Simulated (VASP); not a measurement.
Set up this calculation in VASP 6.6.1, as the native input.

- Task: single point
- Functional: PBE
- Potentials or basis: VASP PAW PBE potentials, release 64 (Cu, I)
- Cutoff: 520 eV
- k mesh: 8 × 8 × 8
- Occupations: fermi-dirac, width 0.02 eV
- Spin: no spin polarisation
- Dipole correction: no
- Further INCAR settings: ALGO = Normal; EDIFF = 1e-06; NBANDS = 16

The structure of CuI lies in POSCAR:

```
CuI
1.0
    0.0000000000      3.0120290779      3.0120290779
    2.9969689325      0.0000000000      3.0120290779
    2.9969689325      3.0120290779      0.0000000000
Cu I
1 1
Direct
    0.0000000000      0.0000000000      0.0000000000
    0.2500000000      0.2500000000      0.2500000000
```

This cell differs from its parent crystal: uniaxial x strain -0.5%.

These files were run (other wordings do the same):

INCAR

```
SYSTEM = CuI
ALGO = Normal
EDIFF = 1E-6
ENCUT = 520
GGA = PE
ISIF = 2
ISMEAR = -1
LASPH = .TRUE.
LCHARG = .FALSE.
LREAL = .FALSE.
LWAVE = .FALSE.
NBANDS = 16
NELM = 100
PREC = Accurate
SIGMA = 0.02
```

KPOINTS

```
k-points
0
G
  8 8 8
  0 0 0
```

Potentials or basis: VASP PAW PBE potentials, release 64 (Cu, I).

Command:

```bash
$ cat potpaw_PBE.64/Cu/POTCAR potpaw_PBE.64/I/POTCAR > POTCAR
$ mpirun -np 1 vasp_std > vasp.out
```

It gave:

```yaml
Pressure: 1.4 GPa
Band_gap_on_the_k_mesh: 1.20 eV
```

Caveat: the cell differs from its parent crystal (uniaxial x strain -0.5%); spin-orbit coupling is left out, which moves the levels of the heavy elements.

Run time: 38 s on 1 thread of Intel(R) Xeon(R) 6975P-C (Granite Rapids) (shared host), peak memory 0.19 GiB.
